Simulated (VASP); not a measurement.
Wanted: the native input for a VASP 6.6.1 run.

```
Task                   : single point
Functional             : PBE
Dispersion             : D3(BJ)
Potentials or basis    : VASP PAW PBE potentials, release 64 (Hf_pv)
Cutoff                 : 400 eV
k mesh                 : 6 × 6 × 1
Occupations            : methfessel-paxton, width 0.1 eV
Spin                   : no spin polarisation
Dipole correction      : yes
Further INCAR settings : ALGO = Normal; EDIFF = 1e-06; NBANDS = 72; NELMDL = -8
```

The structure of Hf lies in POSCAR:

```
Hf
1.0
   -0.0000000286      6.1849723879      0.0000000000
   -5.3563431953     -3.0924862187      0.0000000000
    0.0000000000      0.0000000000     23.3067976068
Hf
12
Direct
    0.3333333333      0.1666666667      0.3003415621
    0.3333333333      0.6666666667      0.3003415621
    0.8333333333      0.1666666667      0.3003415621
    0.8333333333      0.6666666667      0.3003415621
    0.1664622652      0.3350386272      0.4045689087
    0.1685763620      0.8335377348      0.4045689087
    0.6666666667      0.3333333333      0.4041807172
    0.6649613728      0.8314236380      0.4045689087
    0.3324322236      0.1679649560      0.5140907912
    0.3333333333      0.6666666667      0.5144383254
    0.8320350440      0.1644672675      0.5140907912
    0.8355327325      0.6675677764      0.5140907912
```

The input as run:

INCAR

```
SYSTEM = Hf
  ALGO = Normal
  DIPOL = 0.5 0.5 0.406
  EDIFF = 1E-6
  ENCUT = 400
  GGA = PE
  GGA_COMPAT = .FALSE.
  IDIPOL = 3
  ISIF = 2
  ISMEAR = 1
  IVDW = 12
  LASPH = .TRUE.
  LCHARG = .FALSE.
  LDIPOL = .TRUE.
  LREAL = .FALSE.
  LWAVE = .FALSE.
  NBANDS = 72
  NELM = 120
  NELMDL = -8
  PREC = Accurate
  SIGMA = 0.1
```

KPOINTS

```
k-points
0
G
  6 6 1
  0 0 0
```

Potentials or basis: VASP PAW PBE potentials, release 64 (Hf_pv).

The run is started by

```sh
$ cat potpaw_PBE.64/Hf_pv/POTCAR > POTCAR
$ mpirun -np 1 vasp_std > vasp.out
```

Results of the run:

* Largest force: 0.432 eV/Å
* Band gap on the k mesh: zero (bands 60 and 61 overlap by 0.77 eV)
* Dispersion energy per atom: -0.314 eV

Caveat: spin-orbit coupling is left out, which moves the levels of the heavy elements.

Run time: 35 min on 1 thread of Oxide Virtual Turin-like Processor, with other jobs on the host, peak memory 0.6 GiB.
